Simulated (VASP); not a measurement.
# Ti3Al (Fm-3m) in VASP: a series of runs

The runs below take Ti3Al through single point, with PBEsol.

Program: VASP 6.6.1. These are calculated values, not measurements. Logs are shortened: lines on timing, memory, paths and dates and some standing lists are left out, and cuts for length are marked.

**1. The cell of the first run**

It takes space group Fm-3m (No. 225, cubic). Conventional cell: a = 5.799 Å, b = 5.799 Å, c = 5.799 Å, α = 90.00°, β = 90.00°, γ = 90.00°. Within 3.3 Å of Ti (site symmetry -43m) lie 4 Al at 2.51 Å and 10 Ti at 2.51 to 2.90 Å. Within 3.3 Å of Ti (site symmetry m-3m) lie 8 Ti at 2.51 Å and 6 Al at 2.90 Å. Within 3.3 Å of Al (site symmetry m-3m) lie 14 Ti at 2.51 to 2.90 Å.

**2. Single point, PBEsol, collinear spin, ferromagnetic start**

Contents of INCAR:

```
SYSTEM = Ti3Al
PREC = Accurate
ENCUT = 520
EDIFF = 1E-6
ISMEAR = 0
SIGMA = 0.15
LREAL = .False.
LASPH = .True.
NELM = 150
ALGO = Normal
ISIF = 2
LWAVE = .False.
LCHARG = .False.
ISPIN = 2
MAGMOM = 0.7 0.7 0.7 0
LORBIT = 11
NUPDOWN = 2.1
LMAXMIX = 4
GGA = PS
NBANDS = 32
```

Contents of KPOINTS:

```
Automatic mesh
0
Gamma
  12 12 12
  0 0 0
```

Contents of POSCAR:

```
Ti3Al
1.0
    0.0000000000      2.8993260424      2.8993260424
    2.8993260424      0.0000000000      2.8993260424
    2.8993260424      2.8993260424      0.0000000000
Ti Al
3 1
Direct
    0.7500000000      0.7500000000      0.7500000000
    0.2500000000      0.2500000000      0.2500000000
    0.0000000000      0.0000000000      0.0000000000
    0.5000000000      0.5000000000      0.5000000000
```

Potentials or basis: VASP PAW PBE potentials, release 64 (Ti_sv, Al).

Command:

```sh
cat potpaw_PBE.64/Ti_sv/POTCAR potpaw_PBE.64/Al/POTCAR > POTCAR
mpirun -np 1 vasp_std > vasp.out
```

OUTCAR:

```text
SYSTEM = Ti3Al
   PREC = Accurate
   ENCUT = 520
   EDIFF = 1E-6
   ISMEAR = 0
   LREAL = .False.
   LASPH = .True.
   NELM = 150
   ISIF = 2
   ISPIN = 2
   LORBIT = 11
   NUPDOWN = 2.1
   GGA = PS

 ion  position               nearest neighbor table
   1  0.750  0.750  0.750-   4 2.51   4 2.51   4 2.51   3 2.51   4 2.51   3 2.51   3 2.51   3 2.51
                             2 2.90   2 2.90   2 2.90   2 2.90   2 2.90   2 2.90
   2  0.250  0.250  0.250-   3 2.51   3 2.51   3 2.51   3 2.51   4 2.51   4 2.51   4 2.51   4 2.51
                             1 2.90   1 2.90   1 2.90   1 2.90   1 2.90   1 2.90
   3  0.000  0.000  0.000-   1 2.51   1 2.51   1 2.51   1 2.51   2 2.51   2 2.51   2 2.51   2 2.51
                             4 2.90   4 2.90   4 2.90   4 2.90   4 2.90   4 2.90
   4  0.500  0.500  0.500-   2 2.51   2 2.51   2 2.51   1 2.51   2 2.51   1 2.51   1 2.51   1 2.51
                             3 2.90   3 2.90   3 2.90   3 2.90   3 2.90   3 2.90

  LATTYP: Found a face centered cubic cell.
 ALAT       =     5.7986520848

  Lattice vectors:

 A1 = (   0.0000000000,   2.8993260424,   2.8993260424)
 A2 = (   2.8993260424,   0.0000000000,   2.8993260424)
 A3 = (   2.8993260424,   2.8993260424,   0.0000000000)

Analysis of symmetry for initial positions (statically):
=====================================================================
 Subroutine PRICEL returns:
 Original cell was already a primitive cell.

 Routine SETGRP: Setting up the symmetry group for a
 face centered cubic supercell.

 Subroutine GETGRP returns: Found 48 space group operations
 (whereof 48 operations were pure point group operations)
 out of a pool of 48 trial point group operations.

The static configuration has the point symmetry O_h .

Analysis of symmetry for dynamics (positions and initial velocities):
=====================================================================
 Subroutine PRICEL returns:
 Original cell was already a primitive cell.

 Routine SETGRP: Setting up the symmetry group for a
 face centered cubic supercell.

 Subroutine GETGRP returns: Found 48 space group operations
 (whereof 48 operations were pure point group operations)
 out of a pool of 48 trial point group operations.

The dynamic configuration has the point symmetry O_h .

Analysis of structural, dynamic, and magnetic symmetry:
=====================================================================
 Subroutine PRICEL returns:
 Original cell was already a primitive cell.

 Routine SETGRP: Setting up the symmetry group for a
 face centered cubic supercell.

 Subroutine GETGRP returns: Found 48 space group operations
 (whereof 48 operations were pure point group operations)
 out of a pool of 48 trial point group operations.

The overall configuration has the point symmetry O_h .

 Subroutine INISYM returns: Found 48 space group operations
 (whereof 48 operations are pure point group operations),
 and found     1 'primitive' translations

----------------------------------------------------------------------------------------

                                     Primitive cell

  volume of cell :      48.7440

  direct lattice vectors                    reciprocal lattice vectors
     0.000000000  2.899326042  2.899326042    -0.172453871  0.172453871  0.172453871
     2.899326042  0.000000000  2.899326042     0.172453871 -0.172453871  0.172453871
     2.899326042  2.899326042  0.000000000     0.172453871  0.172453871 -0.172453871

  length of vectors
     4.100266211  4.100266211  4.100266211     0.298698867  0.298698867  0.298698867

  position of ions in fractional coordinates (direct lattice)
     0.750000000  0.750000000  0.750000000
     0.250000000  0.250000000  0.250000000
     0.000000000  0.000000000  0.000000000
     0.500000000  0.500000000  0.500000000

  ion indices of the primitive-cell ions
   primitive index   ion index
                 1           1
                 2           2
                 3           3
                 4           4

----------------------------------------------------------------------------------------

 KPOINTS: Automatic mesh

Automatic generation of k-mesh.
[... 23 lines left out ...]
  0.000000  0.000000  0.000000      1.000000
  0.083333  0.000000  0.000000      8.000000
  0.166667  0.000000  0.000000      8.000000
  0.250000  0.000000  0.000000      8.000000
  0.333333  0.000000  0.000000      8.000000
  0.416667  0.000000  0.000000      8.000000
[... 16 lines left out ...]
  0.500000  0.166667  0.000000     24.000000
 -0.416667  0.166667  0.000000     24.000000
 [... further k-points ...]
   k-points           NKPTS =     72   k-points in BZ     NKDIM =     72   number of bands    NBANDS=     32
   number of dos      NEDOS =    301   number of ions     NIONS =      4
   total plane-waves  NPLWV =  27000
   dimension x,y,z NGX =    30 NGY =   30 NGZ =   30
   dimension x,y,z NGXF=    60 NGYF=   60 NGZF=   60
   ions per type =               3   1
   NGX,Y,Z   is equivalent  to a cutoff of  12.16, 12.16, 12.16 a.u.
   NGXF,Y,Z  is equivalent  to a cutoff of  24.33, 24.33, 24.33 a.u.
 SYSTEM =  Ti3Al
   PREC   = accura    normal or accurate (medium, high low for compatibility)
   ISTART =      0    job   : 0-new  1-cont  2-samecut
   ICHARG =      2    charge: 1-file 2-atom 10-const
   ISPIN  =      2    spin polarized calculation?
   LNONCOLLINEAR =      F non collinear calculations
   LSORBIT =      F    spin-orbit coupling
   LASPH  =      T    aspherical Exc in radial PAW
   ENCUT  =  520.0 eV  38.22 Ry    6.18 a.u.   7.62  7.62  7.62*2*pi/ulx,y,z
   NELM   =    150;   NELMIN=  2; NELMDL= -5     # of ELM steps
   EDIFF  = 0.1E-05   stopping-criterion for ELM
   LREAL  =      F    real-space projection
   EDIFFG = 0.1E-04   stopping-criterion for IOM
   NSW    =      0    number of steps for IOM
   IBRION =     -1    ionic relax: 0-MD 1-quasi-New 2-CG
   NFREE  =      0    steps in history (QN), initial steepest desc. (CG)
   ISIF   =      2    stress and relaxation
   ISYM   =      2    0-nonsym 1-usesym 2-fastsym
   POTIM  = 0.5000    time-step for ionic-motion
   TEBEG  =    0.0;   TEEND  =   0.0 temperature during run
   PSTRESS=    0.0 pullay stress
   NELECT =      39.0000    total number of electrons
   NUPDOWN=       2.1000    fix difference up-down
   EMIN   =  10.00;   EMAX   =-10.00  energy-range for DOS
   EFERMI =   0.00;   METHOD = LEGACY
   ISMEAR =     0;   SIGMA  =   0.15  broadening in eV -4-tet -1-fermi 0-gaus
   EFERMI_NEDOS =   21; number of points for ismear=-14 and -15
   IALGO  =     38    algorithm
   IMIX   =      4    mixing-type and parameters
     AMIX     =   0.40;   BMIX     =  1.00
     AMIX_MAG =   1.60;   BMIX_MAG =  1.00
  volume/ion in A,a.u.               =      12.19        82.24
  Fermi-wavevector in a.u.,A,eV,Ry     =   1.519810  2.872025 31.427044  2.309823
  Thomas-Fermi vector in A             =   2.628746
   LORBIT       =     11    0 simple, 1 ext, 2 COOP (PROOUT), +10 PAW based schemes
   GGA     = PS    functional components
   LHFCALC =     F    Hartree Fock is set to
   AEXX    =    0.0000 exact exchange contribution
   IVDW    =     0    specifies the selected vdW correction
   LEPSILON=     F    determine dielectric tensor
   LRPA    =     F    only Hartree local field effects (RPA)
 spin polarized calculation
 Gauss-broadening in eV      SIGMA  =   0.15
  energy-cutoff  :      520.00
  volume of cell :       48.74
 maximum number of plane-waves:      1363
   NGX = 15   NGY = 15   NGZ = 15

 number of electron      38.9999988 magnetization       2.0999999

 Free energy of the ion-electron system (eV)
  ---------------------------------------------------
  ext. energy  EPLUGINS =         0.00000000
  ---------------------------------------------------
  free energy    TOTEN  =       -27.36957366 eV

  energy without entropy =      -27.32343444  energy(sigma->0) =      -27.34650405

 E-fermi :  11.5866     XC(G=0): -12.9374

 val. band max:       11.9262976140   @ k =  -0.3333   0.2500   0.0000
 cond. band min:      11.5876374710   @ k =  -0.2500   0.5000   0.2500
 fundamental gap:     -0.3386601430
 Fermi energy:        11.9313239700

 spin component 1

 k-point     1 :       0.0000    0.0000    0.0000
  band No.  band energies     occupation
      1     -44.2765      1.00000
      2     -43.8707      1.00000
      3     -43.6642      1.00000
      4     -20.8075      1.00000
      5     -20.8075      1.00000
      6     -20.8075      1.00000
[... 805 lines left out ...]
     30      18.1323      0.00000
     31      18.3849      0.00000

 [... further k-points ...]

 spin component 2

 k-point     1 :       0.0000    0.0000    0.0000
  band No.  band energies     occupation
      1     -43.8528      1.00000
      2     -43.5721      1.00000
      3     -43.0680      1.00000
      4     -20.2987      1.00000
      5     -20.2987      1.00000
      6     -20.2987      1.00000
[... 805 lines left out ...]
     30      18.5149      0.00000
     31      18.7496      0.00000

 [... further k-points ...]

 [bands above 31 left out]

------------------------ aborting loop because EDIFF is reached ----------------------------------------

  FORCE on cell =-STRESS in cart. coord.  units (eV):
  Direction    XX          YY          ZZ          XY          YZ          ZX
  --------------------------------------------------------------------------------------
  -------------------------------------------------------------------------------------
  Total       17.5713904     17.5713904     17.5713904     -0.0000000      0.0000000     -0.0000000
  in kB      577.5579221    577.5579221    577.5579221     -0.0000000      0.0000000     -0.0000000
  external PRESSURE =     577.5579221 kB  Pullay stress =       0.0000000 kB

 VOLUME and BASIS-vectors are now :
 -----------------------------------------------------------------------------
  energy-cutoff  :      520.00
  volume of cell :       48.74
      direct lattice vectors                 reciprocal lattice vectors
     0.000000000  2.899326042  2.899326042    -0.172453871  0.172453871  0.172453871
     2.899326042  0.000000000  2.899326042     0.172453871 -0.172453871  0.172453871
     2.899326042  2.899326042  0.000000000     0.172453871  0.172453871 -0.172453871

 POSITION                                       TOTAL-FORCE (eV/Angst)
 -----------------------------------------------------------------------------------
      4.34899      4.34899      4.34899        -0.000000     -0.000000     -0.000000
      1.44966      1.44966      1.44966         0.000000      0.000000      0.000000
      0.00000      0.00000      0.00000        -0.000000      0.000000     -0.000000
      2.89933      2.89933      2.89933        -0.000000      0.000000     -0.000000
 -----------------------------------------------------------------------------------
    total drift:                                0.000000     -0.000000      0.000000

  FREE ENERGIE OF THE ION-ELECTRON SYSTEM (eV)
  ---------------------------------------------------
  free  energy   TOTEN  =       -27.3695736551 eV

  energy  without entropy=      -27.3234344445  energy(sigma->0) =      -27.34650405

 total charge

# of ion       s       p       d       tot
------------------------------------------
    1        2.285   6.214   2.248  10.747
    2        2.285   6.214   2.248  10.747
    3        2.337   6.156   2.321  10.814
    4        0.462   0.560   0.000   1.022
--------------------------------------------------
tot          7.369  19.145   6.817  33.331

 magnetization (x)

# of ion       s       p       d       tot
------------------------------------------
    1        0.005   0.066   0.306   0.377
    2        0.005   0.066   0.306   0.377
    3        0.010   0.047   0.817   0.873
    4       -0.003   0.017   0.000   0.014
--------------------------------------------------
tot          0.016   0.196   1.429   1.642
```

Wall time 1.7 min (1 thread of Intel Xeon 6975P-C (Granite Rapids), shared host); peak memory 0.3 GiB.

Results:

```
Free energy                                           : -27.3696 eV
Pressure                                              : 57.8 GPa
Net moment                                            : 2.10 μB per cell
Site moments                                          : Ti +0.38, +0.87; Al +0.01 μB
Valence electrons inside the program's atomic spheres : Ti 10.75, 10.81; Al 1.02
```

Caveat: the PAW data sets were made with another functional, which shifts forces and pressure a little; the total moment is fixed, so each spin has its own Fermi level.

(Part 1 of 2 ends here.)
